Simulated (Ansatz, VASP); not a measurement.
Two plane-wave programs on Li4CF

INCAR

```
SYSTEM = Li4CF
  PREC = Accurate
  ENCUT = 600
  EDIFF = 1E-7
  ISMEAR = 0
  SIGMA = 0.1
  LREAL = .FALSE.
  LASPH = .TRUE.
  NELM = 100
  ALGO = Normal
  ISIF = 3
  LWAVE = .FALSE.
  LCHARG = .FALSE.
  GGA = PE
  IBRION = 2
  NSW = 100
  EDIFFG = -0.01
```

The input KPOINTS:

```
regular mesh
0
G
  10 10 8
  0 0 0
```

The input POSCAR:

```
Li4CF
1.0
    3.4978713500      0.0000000000      0.0000000000
    0.0000000000      3.4978713500      0.0000000000
    0.0000000000      0.0000000000      4.9467371100
Li C F
4 1 1
Direct
    0.5000000000      0.0000000000      0.2500000000
    0.0000000000      0.5000000000      0.7500000000
    0.5000000000      0.0000000000      0.7500000000
    0.0000000000      0.5000000000      0.2500000000
    0.0000000000      0.0000000000      0.0000000000
    0.5000000000      0.5000000000      0.5000000000
```

Input for Ansatz:

```yaml
crystal:
  lattice:
    - [3.49787135, 0.0, 0.0]
    - [0.0, 3.49787135, 0.0]
    - [0.0, 0.0, 4.94673711]
  atoms:
    - { symbol: Li, position: [0.5, 0.0, 0.25] }
    - { symbol: Li, position: [0.0, 0.5, 0.75] }
    - { symbol: Li, position: [0.5, 0.0, 0.75] }
    - { symbol: Li, position: [0.0, 0.5, 0.25] }
    - { symbol: C, position: [0.0, 0.0, 0.0] }
    - { symbol: F, position: [0.5, 0.5, 0.5] }
basis:
  ecutwfc: 420
kpoints:
  mp_grid: { grid: [10, 10, 8] }
hamiltonian:
  xc: pbe
scf:
  occupations: { method: gaussian, width: 0.1 }
output:
  forces: true
  stress: true
  eigenvalues: true
  write_density: true
  write_potential: true
  elf: true
  volumetric_format: npy
relax:
  adjacent_minimum: "off"
  f_tol: 0.01
  max_steps: 80
  cell: { stress_tol: 0.05 }
```

Alike in both runs: task relaxation of cell and atoms; functional PBE; k mesh 10 × 10 × 8; occupations gaussian, width 0.1 eV; no spin polarisation.

|  | VASP | Ansatz |
| --- | --- | --- |
| version | VASP 6.6.1 | Ansatz 0.2.0 |
| potentials or method | VASP PAW PBE potentials, release 64 (Li_sv, C, F), cutoff 600 eV | scalar-relativistic, plane waves, PAW |
| valence electrons in the cell | 23 | 23 |

```tsv
	VASP	Ansatz	Ansatz less VASP
gap on the k mesh at the Fermi level, each at its own relaxed structure (eV)	none	none	-
relaxed volume (Å³/atom)	10.62	10.66	+0.045
relaxed cell length with the largest relative difference (Å)	5.128	5.137	+0.0092
```

A gap of «none» marks a metal or a gap that the smearing closes.

Noted on VASP's run: the cutoff is short for stress, so the pressure is rough.
